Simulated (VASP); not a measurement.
# MgO (P6_3/mmc) in VASP: single point with r2SCAN

Aim: the single point of MgO with r2SCAN.

Program: VASP 6.6.1. These are calculated values, not measurements. Logs are shortened: lines on timing, memory, paths and dates and some standing lists are left out, and cuts for length are marked.

### Step 1. The cell of the first run

Symmetry: P6_3/mmc, No. 194, hexagonal system. Conventional cell: a = 3.484 Å, b = 3.484 Å, c = 4.186 Å, α = 90.00°, β = 90.00°, γ = 120.00°. Mg (site symmetry -6m2) has 5 O at 2.01 to 2.09 Å within 2.7 Å. O (site symmetry -6m2) has 5 Mg at 2.01 to 2.09 Å within 2.7 Å.

### Step 2. Single point, r2SCAN

POSCAR reads:

```
MgO
1.0
    3.4841042127      0.0000000000      0.0000000000
   -1.7420521064      3.0173227576      0.0000000000
    0.0000000000      0.0000000000      4.1856875957
Mg O
2 2
Direct
    0.6666666667      0.3333333333      0.7500000000
    0.3333333333      0.6666666667      0.2500000000
    0.6666666667      0.3333333333      0.2500000000
    0.3333333333      0.6666666667      0.7500000000
```

INCAR.step1 reads:

```
SYSTEM = MgO
PREC     = Accurate       ! precision mode
ENCUT    = 750            ! plane-wave cutoff, eV
ISMEAR   = 0              ! smearing method
SIGMA    = 0.02           ! smearing width, eV
LREAL    = .False.        ! projectors in reciprocal space
LASPH    = .True.         ! aspherical terms in the spheres
NELM     = 120            ! most SCF steps
NBANDS   = 24             ! bands
GGA      = PE             ! functional
ALGO     = Normal         ! electronic algorithm
EDIFF    = 1E-5           ! SCF threshold, eV
LWAVE    = .True.         ! write WAVECAR
LCHARG   = .False.        ! write CHGCAR
GGA_COMPAT= .False.
```

INCAR.step2 reads:

```
SYSTEM = MgO
PREC     = Accurate       ! precision mode
ENCUT    = 750            ! plane-wave cutoff, eV
EDIFF    = 1E-6           ! SCF threshold, eV
ISMEAR   = 0              ! smearing method
SIGMA    = 0.02           ! smearing width, eV
LREAL    = .False.        ! projectors in reciprocal space
LASPH    = .True.         ! aspherical terms in the spheres
NELM     = 120            ! most SCF steps
ALGO     = Normal         ! electronic algorithm
ISIF     = 2              ! what is computed and relaxed
LWAVE    = .False.        ! write WAVECAR
LCHARG   = .False.        ! write CHGCAR
METAGGA  = R2SCAN         ! meta-GGA
LMIXTAU  = .True.       
NBANDS   = 24             ! bands
ISTART   = 1            
GGA_COMPAT= .False.
```

KPOINTS reads:

```
regular mesh
0
Gamma
  6 6 6
  0 0 0
```

Potentials or basis: VASP PAW PBE potentials, release 64 (Mg_sv, O).

Launch:

```console
> cat potpaw_PBE.64/Mg_sv/POTCAR potpaw_PBE.64/O/POTCAR > POTCAR
> cp INCAR.step1 INCAR
> mpirun -np 1 vasp_std > vasp.out
> cp INCAR.step2 INCAR
> mpirun -np 1 vasp_std > vasp.out
```

OUTCAR:

```text
SYSTEM = MgO
   PREC = Accurate
   ENCUT = 750
   EDIFF = 1E-6
   ISMEAR = 0
   LREAL = .False.
   LASPH = .True.
   NELM = 120
   ISIF = 2
   METAGGA = R2SCAN
   ISTART = 1

 ion  position               nearest neighbor table
   1  0.667  0.333  0.750-   4 2.01   4 2.01   4 2.01   3 2.09   3 2.09
   2  0.333  0.667  0.250-   3 2.01   3 2.01   3 2.01   4 2.09   4 2.09
   3  0.667  0.333  0.250-   2 2.01   2 2.01   2 2.01   1 2.09   1 2.09
   4  0.333  0.667  0.750-   1 2.01   1 2.01   1 2.01   2 2.09   2 2.09

  LATTYP: Found a hexagonal cell.
 ALAT       =     3.4841042127
 C/A-ratio  =     1.2013669340

  Lattice vectors:

 A1 = (   3.4841042127,   0.0000000000,   0.0000000000)
 A2 = (  -1.7420521064,   3.0173227576,   0.0000000000)
 A3 = (   0.0000000000,   0.0000000000,   4.1856875957)

Analysis of symmetry for initial positions (statically):
=====================================================================
 Subroutine PRICEL returns:
 Original cell was already a primitive cell.

 Routine SETGRP: Setting up the symmetry group for a
 hexagonal supercell.

 Subroutine GETGRP returns: Found 24 space group operations
 (whereof 12 operations were pure point group operations)
 out of a pool of 24 trial point group operations.

The static configuration has the point symmetry D_3d.
 The point group associated with its full space group is D_6h.

Analysis of symmetry for dynamics (positions and initial velocities):
=====================================================================
 Subroutine PRICEL returns:
 Original cell was already a primitive cell.

 Routine SETGRP: Setting up the symmetry group for a
 hexagonal supercell.

 Subroutine GETGRP returns: Found 24 space group operations
 (whereof 12 operations were pure point group operations)
 out of a pool of 24 trial point group operations.

The dynamic configuration has the point symmetry D_3d.
 The point group associated with its full space group is D_6h.

 Subroutine INISYM returns: Found 24 space group operations
 (whereof 12 operations are pure point group operations),
 and found     1 'primitive' translations

----------------------------------------------------------------------------------------

                                     Primitive cell

  volume of cell :      44.0027

  direct lattice vectors                    reciprocal lattice vectors
     3.484104213  0.000000000  0.000000000     0.287017821  0.165709816  0.000000000
    -1.742052106  3.017322758  0.000000000     0.000000000  0.331419633  0.000000000
     0.000000000  0.000000000  4.185687596     0.000000000  0.000000000  0.238909373

  length of vectors
     3.484104213  3.484104213  4.185687596     0.331419633  0.331419633  0.238909373

  position of ions in fractional coordinates (direct lattice)
     0.666666667  0.333333333  0.750000000
     0.333333333  0.666666667  0.250000000
     0.666666667  0.333333333  0.250000000
     0.333333333  0.666666667  0.750000000

  ion indices of the primitive-cell ions
   primitive index   ion index
                 1           1
                 2           2
                 3           3
                 4           4

----------------------------------------------------------------------------------------

 KPOINTS: regular mesh

Automatic generation of k-mesh.
 Grid dimensions read from file:
 generate k-points for:    6    6    6

 Generating k-lattice:

  Cartesian coordinates                     Fractional coordinates (reciprocal lattice)
     0.047836304  0.027618303  0.000000000     0.166666667  0.000000000  0.000000000
     0.000000000  0.055236605  0.000000000     0.000000000  0.166666667  0.000000000
     0.000000000  0.000000000  0.039818229     0.000000000  0.000000000  0.166666667

  Length of vectors
     0.055236605  0.055236605  0.039818229

  Shift w.r.t. Gamma in fractional coordinates (k-lattice)
     0.000000000  0.000000000  0.000000000

 Subroutine IBZKPT returns following result:
 ===========================================

 Found     28 irreducible k-points:

 Following reciprocal coordinates:
            Coordinates               Weight
  0.000000  0.000000  0.000000      1.000000
  0.166667  0.000000  0.000000      6.000000
  0.333333  0.000000  0.000000      6.000000
  0.500000  0.000000  0.000000      3.000000
  0.166667  0.166667  0.000000      6.000000
  0.333333  0.166667  0.000000     12.000000
[... 16 lines left out ...]
  0.166667  0.000000  0.500000      6.000000
  0.333333  0.000000  0.500000      6.000000
 [... further k-points ...]
   k-points           NKPTS =     28   k-points in BZ     NKDIM =     28   number of bands    NBANDS=     24
   number of dos      NEDOS =    301   number of ions     NIONS =      4
   total plane-waves  NPLWV =  40960
   dimension x,y,z NGX =    32 NGY =   32 NGZ =   40
   dimension x,y,z NGXF=    64 NGYF=   64 NGZF=   80
   ions per type =               2   2
   NGX,Y,Z   is equivalent  to a cutoff of  15.27, 15.27, 15.89 a.u.
   NGXF,Y,Z  is equivalent  to a cutoff of  30.54, 30.54, 31.77 a.u.
 SYSTEM =  MgO
   PREC   = accura    normal or accurate (medium, high low for compatibility)
   ISTART =      1    job   : 0-new  1-cont  2-samecut
   ICHARG =      0    charge: 1-file 2-atom 10-const
   ISPIN  =      1    spin polarized calculation?
   LNONCOLLINEAR =      F non collinear calculations
   LSORBIT =      F    spin-orbit coupling
   LASPH  =      T    aspherical Exc in radial PAW
   ENCUT  =  750.0 eV  55.12 Ry    7.42 a.u.   7.78  7.78  9.35*2*pi/ulx,y,z
   NELM   =    120;   NELMIN=  2; NELMDL=  0     # of ELM steps
   EDIFF  = 0.1E-05   stopping-criterion for ELM
   LREAL  =      F    real-space projection
   EDIFFG = 0.1E-04   stopping-criterion for IOM
   NSW    =      0    number of steps for IOM
   IBRION =     -1    ionic relax: 0-MD 1-quasi-New 2-CG
   NFREE  =      0    steps in history (QN), initial steepest desc. (CG)
   ISIF   =      2    stress and relaxation
   ISYM   =      2    0-nonsym 1-usesym 2-fastsym
   POTIM  = 0.5000    time-step for ionic-motion
   TEBEG  =    0.0;   TEEND  =   0.0 temperature during run
   PSTRESS=    0.0 pullay stress
   NELECT =      32.0000    total number of electrons
   NUPDOWN=      -1.0000    fix difference up-down
   EMIN   =  10.00;   EMAX   =-10.00  energy-range for DOS
   EFERMI =   0.00;   METHOD = LEGACY
   ISMEAR =     0;   SIGMA  =   0.02  broadening in eV -4-tet -1-fermi 0-gaus
   EFERMI_NEDOS =   21; number of points for ismear=-14 and -15
   IALGO  =     38    algorithm
   IMIX   =      4    mixing-type and parameters
     AMIX     =   0.40;   BMIX     =  1.00
     AMIX_MAG =   1.60;   BMIX_MAG =  1.00
  volume/ion in A,a.u.               =      11.00        74.24
  Fermi-wavevector in a.u.,A,eV,Ry     =   1.472194  2.782042 29.488640  2.167354
  Thomas-Fermi vector in A             =   2.587238
   LORBIT       =      0    0 simple, 1 ext, 2 COOP (PROOUT), +10 PAW based schemes
   METAGGA = R2SCAN    functional components
   LHFCALC =     F    Hartree Fock is set to
   AEXX    =    0.0000 exact exchange contribution
   IVDW    =     0    specifies the selected vdW correction
   LEPSILON=     F    determine dielectric tensor
   LRPA    =     F    only Hartree local field effects (RPA)
 non-spin polarized calculation
 Gauss-broadening in eV      SIGMA  =   0.02
  energy-cutoff  :      750.00
  volume of cell :       44.00
 maximum number of plane-waves:      2077
 NGX is ok and might be reduce to    32
   NGX = 15   NGY = 15   NGZ = 19

 number of electron      31.9999996 magnetization

 Free energy of the ion-electron system (eV)
  ---------------------------------------------------
  ext. energy  EPLUGINS =         0.00000000
  ---------------------------------------------------
  free energy    TOTEN  =       -32.07313943 eV

  energy without entropy =      -32.07313943  energy(sigma->0) =      -32.07313943

 E-fermi :   1.6251     XC(G=0): -10.9378

 val. band max:        1.3653428795   @ k =   0.0000   0.0000   0.0000
 cond. band min:       5.4663749016   @ k =   0.0000   0.0000   0.0000
 fundamental gap:      4.1010320222
 Fermi energy:         1.6250786151

 k-point     1 :       0.0000    0.0000    0.0000
  band No.  band energies     occupation
      1     -73.5432      2.00000
      2     -73.5315      2.00000
      3     -38.6979      2.00000
      4     -38.6785      2.00000
      5     -38.6785      2.00000
      6     -38.6522      2.00000
[... 16 lines left out ...]
     23      18.1062      0.00000
     24      18.2553      0.00000

 k-point     2 :       0.1667    0.0000    0.0000
  band No.  band energies     occupation
      1     -73.5422      2.00000
      2     -73.5319      2.00000
      3     -38.6931      2.00000
      4     -38.6816      2.00000
      5     -38.6805      2.00000
      6     -38.6574      2.00000
[... 16 lines left out ...]
     23      17.1656      0.00000
     24      17.2903      0.00000

 k-point     3 :       0.3333    0.0000    0.0000
  band No.  band energies     occupation
      1     -73.5401      2.00000
      2     -73.5333      2.00000
      3     -38.6886      2.00000
      4     -38.6846      2.00000
      5     -38.6815      2.00000
      6     -38.6683      2.00000
[... 16 lines left out ...]
     23      16.5538      0.00000
     24      17.1903      0.00000

 k-point     4 :       0.5000    0.0000    0.0000
  band No.  band energies     occupation
      1     -73.5385      2.00000
      2     -73.5346      2.00000
      3     -38.6921      2.00000
      4     -38.6866      2.00000
      5     -38.6737      2.00000
      6     -38.6723      2.00000
[... 16 lines left out ...]
     23      17.1794      0.00000
     24      17.3277      0.00000

 k-point     5 :       0.1667    0.1667    0.0000
  band No.  band energies     occupation
      1     -73.5407      2.00000
      2     -73.5329      2.00000
      3     -38.6856      2.00000
      4     -38.6849      2.00000
      5     -38.6848      2.00000
      6     -38.6650      2.00000
[... 16 lines left out ...]
     23      16.8222      0.00000
     24      16.8916      0.00000

 k-point     6 :       0.3333    0.1667    0.0000
  band No.  band energies     occupation
      1     -73.5385      2.00000
      2     -73.5346      2.00000
      3     -38.6919      2.00000
      4     -38.6856      2.00000
      5     -38.6737      2.00000
      6     -38.6723      2.00000
[... 16 lines left out ...]
     23      17.0656      0.00000
     24      17.2797      0.00000
[... 379 lines left out ...]
 k-point    21 :       0.3333    0.3333    0.3333
  band No.  band energies     occupation
      1     -73.5365      2.00000
      2     -73.5365      2.00000
      3     -38.7040      2.00000
      4     -38.7040      2.00000
      5     -38.6841      2.00000
      6     -38.6638      2.00000
[... 16 lines left out ...]
     23      17.8950      0.00000
     24      20.2852      0.00000

 k-point    22 :       0.0000    0.0000    0.5000
  band No.  band energies     occupation
      1     -73.5373      2.00000
      2     -73.5373      2.00000
      3     -38.6652      2.00000
      4     -38.6652      2.00000
      5     -38.6652      2.00000
      6     -38.6652      2.00000
[... 16 lines left out ...]
     23      18.3812      0.00000
     24      18.3812      0.00000

 k-point    23 :       0.1667    0.0000    0.5000
  band No.  band energies     occupation
      1     -73.5370      2.00000
      2     -73.5370      2.00000
      3     -38.6843      2.00000
      4     -38.6843      2.00000
      5     -38.6661      2.00000
      6     -38.6661      2.00000
[... 16 lines left out ...]
     23      18.0882      0.00000
     24      18.0882      0.00000

 k-point    24 :       0.3333    0.0000    0.5000
  band No.  band energies     occupation
      1     -73.5367      2.00000
      2     -73.5367      2.00000
      3     -38.7015      2.00000
      4     -38.7015      2.00000
      5     -38.6680      2.00000
      6     -38.6680      2.00000
[... 16 lines left out ...]
     23      17.4110      0.00000
     24      17.4110      0.00000

 [... further k-points ...]

------------------------ aborting loop because EDIFF is reached ----------------------------------------

  FORCE on cell =-STRESS in cart. coord.  units (eV):
  Direction    XX          YY          ZZ          XY          YZ          ZX
  --------------------------------------------------------------------------------------
  -------------------------------------------------------------------------------------
  Total        0.0029429      0.0029429     -0.0379768     -0.0000000     -0.0000000     -0.0000000
  in kB        0.1071541      0.1071541     -1.3827674     -0.0000000     -0.0000000     -0.0000000
  external PRESSURE =      -0.3894864 kB  Pullay stress =       0.0000000 kB

 VOLUME and BASIS-vectors are now :
 -----------------------------------------------------------------------------
  energy-cutoff  :      750.00
  volume of cell :       44.00
      direct lattice vectors                 reciprocal lattice vectors
     3.484104213  0.000000000  0.000000000     0.287017821  0.165709816  0.000000000
    -1.742052106  3.017322758  0.000000000     0.000000000  0.331419633  0.000000000
     0.000000000  0.000000000  4.185687596     0.000000000  0.000000000  0.238909373

 POSITION                                       TOTAL-FORCE (eV/Angst)
 -----------------------------------------------------------------------------------
      1.74205      1.00577      3.13927         0.000000     -0.000000      0.000000
     -0.00000      2.01155      1.04642        -0.000000      0.000000      0.000000
      1.74205      1.00577      1.04642         0.000000     -0.000000      0.000000
     -0.00000      2.01155      3.13927        -0.000000      0.000000      0.000000
 -----------------------------------------------------------------------------------
    total drift:                               -0.000000      0.000000     -0.000000

  FREE ENERGIE OF THE ION-ELECTRON SYSTEM (eV)
  ---------------------------------------------------
  free  energy   TOTEN  =       -32.0731394263 eV

  energy  without entropy=      -32.0731394263  energy(sigma->0) =      -32.07313943
```

Run time: 84 s. Hardware: 1 thread of Intel Xeon Platinum 8488C (Sapphire Rapids), shared host; peak memory 0.21 GiB.

What came out:

```
Free energy            : -32.0731 eV
Pressure               : 0.0 GPa
Band gap on the k mesh : 4.10 eV
```

Stress tensor (GPa, compression positive):
```
 0.01  0.00  0.00
 0.00  0.01  0.00
 0.00  0.00 -0.14
```

Levels at points of the mesh, in eV from the valence-band top:
| k point | band 14 | band 15 | band 16 | band 17 | band 18 | band 19 |
| --- | --- | --- | --- | --- | --- | --- |
| (0.00, 0.00, 0.00) | -0.84 | -0.84 | 0.00 | 4.10 | 10.44 | 13.17 |
| (0.50, 0.00, 0.00) | -1.96 | -1.30 | -0.54 | 7.67 | 10.06 | 10.63 |
| (0.00, 0.00, 0.50) | -1.32 | -1.32 | -1.32 | 7.15 | 7.15 | 13.89 |
| (0.50, 0.00, 0.50) | -1.55 | -0.83 | -0.83 | 8.04 | 8.04 | 13.06 |

Caveat: the PAW data sets were made with another functional, which shifts forces and pressure a little.
